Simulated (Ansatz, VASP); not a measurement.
## Two plane-wave programs on CuAu5

```
Au Cu
1.0
     0.00000    0.00000   -4.75708
    -4.32661   -2.49797    0.00000
     0.00000    4.99594    0.00000
Au Cu
5 1
Direct
  0.75000 0.66667 0.67371
  0.75000 0.99295 0.32629
  0.75000 0.34038 0.00000
  0.25000 0.33333 0.33333
  0.25000 0.00000 0.66667
  0.25000 0.66667 0.00000
```

Alike in both runs: functional PBE; k mesh 8 × 12 × 12; occupations gaussian, width 0.1 eV; no spin polarisation.

Ansatz relaxed the structure, and its values are those at the end. VASP's run is a single point on that final structure, the one shown.

```csv
,VASP,Ansatz
version,VASP 6.6.1,Ansatz 0.2.0
potentials or method,"VASP PAW PBE potentials, release 64 (Au, Cu), cutoff 520 eV","scalar-relativistic, plane waves, PAW"
valence electrons in the cell,66,114
```

|  | VASP | Ansatz | Ansatz less VASP |
| --- | --- | --- | --- |
| gap on the k mesh at the Fermi level (eV) | none | none | - |
| pressure (GPa) | -0.2 | 0.0 | +0.18 |

A gap of «none» marks a metal or a gap that the smearing closes. VASP's potentials hold 66 valence electrons a cell and Ansatz's 114, so a difference there can come from the potentials and not from the codes.

Spin-orbit coupling is off throughout.
